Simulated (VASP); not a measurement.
Runs of VASP 6.6.1 on Ag. The structure is that of space group P6_3/mmc (No. 194), or close to it. The cells are those of the table. This isn't the form of Ag at room conditions, which is fcc.

```csv
cell,k mesh,smearing,gap on the mesh (eV),pressure (GPa)
"a = 2.876, b = 2.876, c = 9.371 Å, angles 90.0, 90.0, 120.0°, 4 atoms",18 × 18 × 4,gaussian 0.1 eV,none,(a)
"a = 2.817, b = 2.817, c = 9.164 Å, angles 90.0, 90.0, 120.0°, 4 atoms",18 × 18 × 4,gaussian 0.1 eV,none,(b)
"a = 2.905, b = 2.905, c = 9.467 Å, angles 90.0, 90.0, 120.0°, 4 atoms",18 × 18 × 6,gaussian 0.15 eV,none,0.2
"a = 2.934, b = 2.934, c = 9.561 Å, angles 90.0, 90.0, 120.0°, 4 atoms",18 × 18 × 4,gaussian 0.1 eV,none,-2.7
"a = 2.848, b = 2.848, c = 9.263 Å, angles 90.0, 90.0, 120.0°, 4 atoms",18 × 18 × 4,gaussian 0.1 eV,none,7.8
```

Alike in all rows: task single point; level r2SCAN; potentials or basis VASP PAW PBE potentials, release 64 (Ag); no spin polarisation; cutoff (eV) 520.

**Question.** Fill in the values left out.

**Answer.** (a) 3.6; (b) 13.0.

Caveats: the PAW data sets were made with another functional, which shifts forces and pressure a little; the cell stands under pressure (at least some runs).

A k mesh can miss the band edges, and the runs leave out spin-orbit coupling on Ag.

A gap of «none» marks levels without a gap at the run's occupations.
